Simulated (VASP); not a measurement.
# Ti12H (a cell with a defect) in VASP: single point with PBE+D3(BJ)

Aim: the single point of Ti12H (a cell with a defect) with PBE+D3(BJ).

Program: VASP 6.6.1. These are calculated values, not measurements. Logs are shortened: lines on timing, memory, paths and dates and some standing lists are left out, and cuts for length are marked.

## 1. The cell of the first run

The cell holds a defect, 13 atoms: a = 5.900 Å, b = 8.850 Å, c = 4.685 Å, α = 90.00°, β = 90.00°, γ = 120.00°.

## 2. Single point, PBE+D3(BJ)

INCAR reads:

```
SYSTEM = Ti12H
  PREC = Accurate
  ENCUT = 520
  EDIFF = 1E-6
  ISMEAR = 0
  SIGMA = 0.15
  LREAL = .False.
  LASPH = .True.
  NELM = 100
  ALGO = Normal
  ISIF = 2
  LWAVE = .False.
  LCHARG = .True.
  GGA = PE
  IVDW = 12
  LELF = .True.
  LVHAR = .True.
  NBANDS = 84
```

KPOINTS reads:

```
regular mesh
0
Gamma
  3 2 4
  0 0 0
```

POSCAR reads:

```
Ti12H
1.0
    5.9000000000      0.0000000000      0.0000000000
   -4.4250000000      7.6643250000      0.0000000000
    0.0000000000      0.0000000000      4.6846000000
Ti H
12 1
Direct
    0.0018067680      0.0028219054     -0.0000698032
    0.1673845622      0.2227177214      0.5004023823
   -0.0019968203      0.3318738441      0.0007503309
    0.1617430641      0.5485349330      0.5009484268
   -0.0179255712      0.6602452271      0.0006890663
    0.1618739548      0.8924719398      0.5000134483
    0.5075417324      0.0105462647     -0.0000313794
    0.6667583811      0.2244071070      0.5003618238
    0.5006666932      0.3345402237      0.0003720702
    0.6632409700      0.5520681860      0.5005513811
    0.5086847995      0.6617004107      0.0005383597
    0.6759462199      0.8934053553      0.4998362720
    0.3325012547      0.7772389610      0.5002508218
```

Potentials or basis: VASP PAW PBE potentials, release 64 (Ti_sv, H).

Started as:

```bash
cat potpaw_PBE.64/Ti_sv/POTCAR potpaw_PBE.64/H/POTCAR > POTCAR
mpirun -np 1 vasp_std > vasp.out
```

OUTCAR:

```text
SYSTEM = Ti12H
   PREC = Accurate
   ENCUT = 520
   EDIFF = 1E-6
   ISMEAR = 0
   LREAL = .False.
   LASPH = .True.
   NELM = 100
   ISIF = 2
   GGA = PE
   IVDW = 12
 IVDW          = 12

 ion  position               nearest neighbor table
   1  0.002  0.003  1.000-   6 2.87   6 2.87  12 2.87  12 2.87   2 2.88   2 2.89
   2  0.167  0.223  0.500-   1 2.88   1 2.89   3 2.89   9 2.90   9 2.90   3 2.90   4 2.90   6 2.91
                            12 2.91  10 2.92
   3  0.998  0.332  0.001-   7 2.87   4 2.87   4 2.87   8 2.89   8 2.89   2 2.89   2 2.90
   4  0.162  0.549  0.501-  13 1.75   3 2.87   3 2.87   8 2.89   2 2.90
   5  0.982  0.660  0.001-  11 2.80  10 2.85  10 2.85   9 2.86
   6  0.162  0.892  0.500-  13 1.76  12 2.87   1 2.87   1 2.87   2 2.91
   7  0.508  0.011  1.000-   8 2.86   8 2.86   3 2.87   9 2.89
   8  0.667  0.224  0.500-   7 2.86   7 2.86   3 2.89   9 2.89   9 2.89   3 2.89   4 2.89  10 2.91

   9  0.501  0.335  0.000-   5 2.86  11 2.87  10 2.87  10 2.88   7 2.89   8 2.89   8 2.89   2 2.90
                             2 2.90
  10  0.663  0.552  0.501-   5 2.85   5 2.85  11 2.85  11 2.85   9 2.87   9 2.88   8 2.91   2 2.92

  11  0.509  0.662  0.001-   5 2.80  10 2.85  10 2.85   9 2.87
  12  0.676  0.893  0.500-  13 1.75   6 2.87   1 2.87   1 2.87   2 2.91
  13  0.333  0.777  0.500-   4 1.75  12 1.75   6 1.76

  LATTYP: Found a simple monoclinic cell.
 ALAT       =     5.9000000000
 B/A-ratio  =     0.7940000000
 C/A-ratio  =     1.3228756849
 COS(beta)  =    -0.1889822323

  Lattice vectors:

 A1 = (   5.9000000000,   0.0000000000,   0.0000000000)
 A2 = (   0.0000000000,   0.0000000000,   4.6846000000)
 A3 = (  -1.4750000000,  -7.6643250000,   0.0000000000)

Analysis of symmetry for initial positions (statically):
=====================================================================
 Subroutine PRICEL returns:
 Original cell was already a primitive cell.

 Routine SETGRP: Setting up the symmetry group for a
 simple monoclinic supercell.

 Subroutine GETGRP returns: Found  1 space group operations
 (whereof  1 operations were pure point group operations)
 out of a pool of  4 trial point group operations.

The static configuration has the point symmetry C_1 .

Analysis of symmetry for dynamics (positions and initial velocities):
=====================================================================
 Subroutine PRICEL returns:
 Original cell was already a primitive cell.

 Routine SETGRP: Setting up the symmetry group for a
 simple monoclinic supercell.

 Subroutine GETGRP returns: Found  1 space group operations
 (whereof  1 operations were pure point group operations)
 out of a pool of  4 trial point group operations.

The dynamic configuration has the point symmetry C_1 .

 Subroutine INISYM returns: Found  1 space group operations
 (whereof  1 operations are pure point group operations),
 and found     1 'primitive' translations

----------------------------------------------------------------------------------------

                                     Primitive cell

  volume of cell :     211.8354

  direct lattice vectors                    reciprocal lattice vectors
     5.900000000  0.000000000  0.000000000     0.169491525  0.097855976  0.000000000
    -4.425000000  7.664325000  0.000000000     0.000000000  0.130474634  0.000000000
     0.000000000  0.000000000  4.684600000     0.000000000  0.000000000  0.213465397

  length of vectors
     5.900000000  8.850000153  4.684600000     0.195711955  0.130474634  0.213465397

  position of ions in fractional coordinates (direct lattice)
     0.001806768  0.002821905  0.999930197
     0.167384562  0.222717721  0.500402382
     0.998003180  0.331873844  0.000750331
     0.161743064  0.548534933  0.500948427
     0.982074429  0.660245227  0.000689066
     0.161873955  0.892471940  0.500013448
     0.507541732  0.010546265  0.999968621
     0.666758381  0.224407107  0.500361824
     0.500666693  0.334540224  0.000372070
     0.663240970  0.552068186  0.500551381
     0.508684800  0.661700411  0.000538360
     0.675946220  0.893405355  0.499836272
     0.332501255  0.777238961  0.500250822
[... 53 lines left out ...]
|     Results are often still useful ...                                      |
|                                                                             |
 -----------------------------------------------------------------------------

 Subroutine IBZKPT returns following result:
 ===========================================

 Found     14 irreducible k-points:

 Following reciprocal coordinates:
            Coordinates               Weight
  0.000000  0.000000  0.000000      1.000000
  0.333333 -0.000000  0.000000      2.000000
  0.000000  0.500000  0.000000      1.000000
  0.333333  0.500000  0.000000      2.000000
  0.000000  0.000000  0.250000      2.000000
  0.333333 -0.000000  0.250000      2.000000
 -0.333333  0.000000  0.250000      2.000000
  0.000000  0.500000  0.250000      2.000000
  0.333333  0.500000  0.250000      2.000000
 -0.333333  0.500000  0.250000      2.000000
  0.000000  0.000000  0.500000      1.000000
  0.333333 -0.000000  0.500000      2.000000
  0.000000  0.500000  0.500000      1.000000
  0.333333  0.500000  0.500000      2.000000
   k-points           NKPTS =     14   k-points in BZ     NKDIM =     14   number of bands    NBANDS=     84
   number of dos      NEDOS =    301   number of ions     NIONS =     13
   total plane-waves  NPLWV = 120960
   dimension x,y,z NGX =    48 NGY =   70 NGZ =   36
   dimension x,y,z NGXF=    96 NGYF=  140 NGZF=   72
   ions per type =              12   1
   NGX,Y,Z   is equivalent  to a cutoff of  13.53, 13.15, 12.78 a.u.
   NGXF,Y,Z  is equivalent  to a cutoff of  27.05, 26.30, 25.55 a.u.
 SYSTEM =  Ti12H
   PREC   = accura    normal or accurate (medium, high low for compatibility)
   ISTART =      0    job   : 0-new  1-cont  2-samecut
   ICHARG =      2    charge: 1-file 2-atom 10-const
   ISPIN  =      1    spin polarized calculation?
   LNONCOLLINEAR =      F non collinear calculations
   LSORBIT =      F    spin-orbit coupling
   LASPH  =      T    aspherical Exc in radial PAW
   ENCUT  =  520.0 eV  38.22 Ry    6.18 a.u.  10.97 16.46  8.71*2*pi/ulx,y,z
   NELM   =    100;   NELMIN=  2; NELMDL= -5     # of ELM steps
   EDIFF  = 0.1E-05   stopping-criterion for ELM
   LREAL  =      F    real-space projection
   EDIFFG = 0.1E-04   stopping-criterion for IOM
   NSW    =      0    number of steps for IOM
   IBRION =     -1    ionic relax: 0-MD 1-quasi-New 2-CG
   NFREE  =      0    steps in history (QN), initial steepest desc. (CG)
   ISIF   =      2    stress and relaxation
   ISYM   =      2    0-nonsym 1-usesym 2-fastsym
   POTIM  = 0.5000    time-step for ionic-motion
   TEBEG  =    0.0;   TEEND  =   0.0 temperature during run
   PSTRESS=    0.0 pullay stress
   NELECT =     145.0000    total number of electrons
   NUPDOWN=      -1.0000    fix difference up-down
   EMIN   =  10.00;   EMAX   =-10.00  energy-range for DOS
   EFERMI =   0.00;   METHOD = LEGACY
   ISMEAR =     0;   SIGMA  =   0.15  broadening in eV -4-tet -1-fermi 0-gaus
   EFERMI_NEDOS =   21; number of points for ismear=-14 and -15
   IALGO  =     38    algorithm
   IMIX   =      4    mixing-type and parameters
     AMIX     =   0.40;   BMIX     =  1.00
     AMIX_MAG =   1.60;   BMIX_MAG =  1.00
  volume/ion in A,a.u.               =      16.30       109.96
  Fermi-wavevector in a.u.,A,eV,Ry     =   1.442773  2.726446 28.321806  2.081594
  Thomas-Fermi vector in A             =   2.561256
   LORBIT       =      0    0 simple, 1 ext, 2 COOP (PROOUT), +10 PAW based schemes
   GGA     = PE    functional components
   LHFCALC =     F    Hartree Fock is set to
   AEXX    =    0.0000 exact exchange contribution
   IVDW    =    12    specifies the selected vdW correction
   LEPSILON=     F    determine dielectric tensor
   LRPA    =     F    only Hartree local field effects (RPA)
 non-spin polarized calculation
 Gauss-broadening in eV      SIGMA  =   0.15
  energy-cutoff  :      520.00
  volume of cell :      211.84
 maximum number of plane-waves:      5706
 NGX is ok and might be reduce to    48
   NGX = 21   NGY = 33   NGZ = 17

 number of electron     144.9999999 magnetization

 Free energy of the ion-electron system (eV)
  ---------------------------------------------------
  ext. energy  EPLUGINS =         0.00000000
  ---------------------------------------------------
  free energy    TOTEN  =       -97.28755853 eV

  energy without entropy =      -97.14459510  energy(sigma->0) =      -97.21607681

 E-fermi :   8.2256     XC(G=0): -11.4656

 val. band max:        8.2130696407   @ k =  -0.3333   0.0000   0.2500
 cond. band min:       8.2414380116   @ k =   0.3333  -0.0000   0.2500
 fundamental gap:      0.0283683709
 Fermi energy:         8.2256423666

 k-point     1 :       0.0000    0.0000    0.0000
  band No.  band energies     occupation
      1     -48.6451      2.00000
      2     -48.5946      2.00000
      3     -48.5568      2.00000
      4     -48.5523      2.00000
      5     -48.5250      2.00000
      6     -48.5087      2.00000
[... 1207 lines left out ...]
     83       8.6908      0.00001
     84       8.7579      0.00000

------------------------ aborting loop because EDIFF is reached ----------------------------------------

 Edisp (eV)   -7.28653

 E8    (eV) :    -3.4278

  FORCE on cell =-STRESS in cart. coord.  units (eV):
  Direction    XX          YY          ZZ          XY          YZ          ZX
  --------------------------------------------------------------------------------------
  -------------------------------------------------------------------------------------
  Total      -7.37451    -6.97994    -6.70971     0.05529    -0.02711    -0.00464
  in kB     -55.77576   -52.79150   -50.74766     0.41820    -0.20503    -0.03511
  external pressure =      -53.10 kB  Pullay stress =        0.00 kB

 VOLUME and BASIS-vectors are now :
 -----------------------------------------------------------------------------
  energy-cutoff  :      520.00
  volume of cell :      211.84
      direct lattice vectors                 reciprocal lattice vectors
     5.900000000  0.000000000  0.000000000     0.169491525  0.097855976  0.000000000
    -4.425000000  7.664325000  0.000000000     0.000000000  0.130474634  0.000000000
     0.000000000  0.000000000  4.684600000     0.000000000  0.000000000  0.213465397

 POSITION                                       TOTAL-FORCE (eV/Angst)
 -----------------------------------------------------------------------------------
     -0.00183      0.02163      4.68427         0.002904      0.002001      0.001448
      0.00204      1.70698      2.34419         0.000897     -0.001367     -0.000401
      4.41968      2.54359      0.00352        -0.001347     -0.002817     -0.001692
     -1.47298      4.20415      2.34674         0.000339     -0.020942     -0.003065
      2.87265      5.06033      0.00323         0.000180     -0.003980     -0.001802
     -2.99413      6.84020      2.34236        -0.013093      0.002414      0.001400
      2.94783      0.08083      4.68445         0.000405      0.005422      0.001790
      2.94087      1.71993      2.34399        -0.002249      0.002034      0.000091
      1.47359      2.56403      0.00174        -0.003078      0.008969      0.000385
      1.47022      4.23123      2.34488         0.002667     -0.002759     -0.000237
      0.07322      5.07149      0.00252        -0.000950     -0.002245     -0.000604
      0.03476      6.84735      2.34153         0.008760      0.012680      0.002440
     -1.47752      5.95701      2.34347         0.004566      0.000591      0.000246
 -----------------------------------------------------------------------------------
    total drift:                                0.000338      0.000169      0.000191

  FREE ENERGIE OF THE ION-ELECTRON SYSTEM (eV)
  ---------------------------------------------------
  free  energy   TOTEN  =      -104.5740931577 eV

  energy  without entropy=     -104.4311297239  energy(sigma->0) =     -104.50261144
```

Wall time 8.6 min (1 thread of AMD EPYC 7R43 (Zen 3), shared host); peak memory 0.39 GiB.

What came out:

- Free energy: -104.5741 eV
- Pressure: -5.3 GPa
- Largest force: 0.021 eV/Å
- Band gap on the k mesh: zero (an odd number of electrons rules out a gap without spin polarisation)
- Dispersion energy per atom: -0.561 eV

Forces on the atoms (eV/Å):
```
Ti   0.003  0.002  0.001
Ti   0.001 -0.001  0.000
Ti  -0.001 -0.003 -0.002
Ti   0.000 -0.021 -0.003
Ti   0.000 -0.004 -0.002
Ti  -0.013  0.002  0.001
Ti   0.000  0.005  0.002
Ti  -0.002  0.002  0.000
Ti  -0.003  0.009  0.000
Ti   0.003 -0.003  0.000
Ti  -0.001 -0.002 -0.001
Ti   0.009  0.013  0.002
H    0.005  0.001  0.000
```

Stress tensor (GPa, compression positive):
```
-5.58  0.04  0.00
 0.04 -5.28 -0.02
 0.00 -0.02 -5.07
```

Levels at points of the mesh, in eV from the Fermi level:
```tsv
k point	band 68	band 69	band 70	band 71	band 72	band 73	band 74	band 75	band 76	band 77
(0.00, 0.00, 0.00)	-0.84	-0.66	-0.55	0.16	0.31	0.36	0.51	0.56	0.59	0.65
(0.00, 0.50, 0.00)	-0.67	-0.33	-0.32	-0.13	-0.07	0.16	0.36	0.48	0.50	0.55
(0.00, 0.00, 0.50)	-0.61	-0.59	-0.57	-0.39	0.05	0.09	0.10	0.14	0.14	0.26
(0.00, 0.50, 0.50)	-0.58	-0.40	-0.38	-0.36	-0.24	-0.16	0.10	0.14	0.15	0.37
```

Caveat: the k points lie up to 0.41 Å⁻¹ apart, too coarse for converged energies and pressures of a metal.
